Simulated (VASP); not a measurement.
## Ta: single point with LDA

System: Ta, a slab with vacuum.

```xyz
4
Lattice="3.2529 0.0000 0.0000 0.0000 3.2529 0.0000 0.0000 0.0000 20.2134" Properties=species:S:1:pos:R:3 pbc="T T T"
Ta    1.6264    1.6264    4.0000
Ta    0.0000    0.0000    5.6264
Ta    1.6264    1.6264    7.2369
Ta    0.0000    0.0000    8.7134
```

- Program: VASP 6.6.1
- Task: single point
- Functional: LDA
- Potentials or basis: VASP PAW LDA potentials, release 64 (Ta_pv)
- Cutoff: 520 eV
- k mesh: 8 × 8 × 1
- Occupations: gaussian, width 0.1 eV
- Spin: no spin polarisation

The largest force is 0.827 eV/Å and the band gap on the k mesh is zero (bands 22 and 23 overlap by 0.46 eV).

Forces in eV/Å, atoms in the order of the input:
```
Ta   0.000  0.000  0.728
Ta   0.000  0.000 -0.827
Ta   0.000  0.000  0.028
Ta   0.000  0.000  0.071
```

Levels at points of the mesh, in eV from the Fermi level:
```
           k point  band 18  band 19  band 20  band 21  band 22  band 23  band 24  band 25  band 26  band 27
(0.00, 0.00, 0.00)    -2.75    -0.23    -0.16     0.00     0.29     0.29     0.41     0.57     0.57     1.69
(0.50, 0.00, 0.00)    -1.63    -1.56    -1.53    -0.10    -0.08     0.07     0.12     0.92     1.49     2.40
(0.50, 0.50, 0.00)    -2.07    -1.69    -1.69    -0.60    -0.60     1.88     1.88     2.55     2.62     2.70
```

Run time: 3 min on 1 thread of Intel(R) Xeon(R) Platinum 8259CL CPU @ 2.50GHz (Skylake/Cascade Lake), with other jobs on the host, peak memory 0.26 GiB.

Caveat: spin-orbit coupling is left out, which moves the levels of the heavy elements.
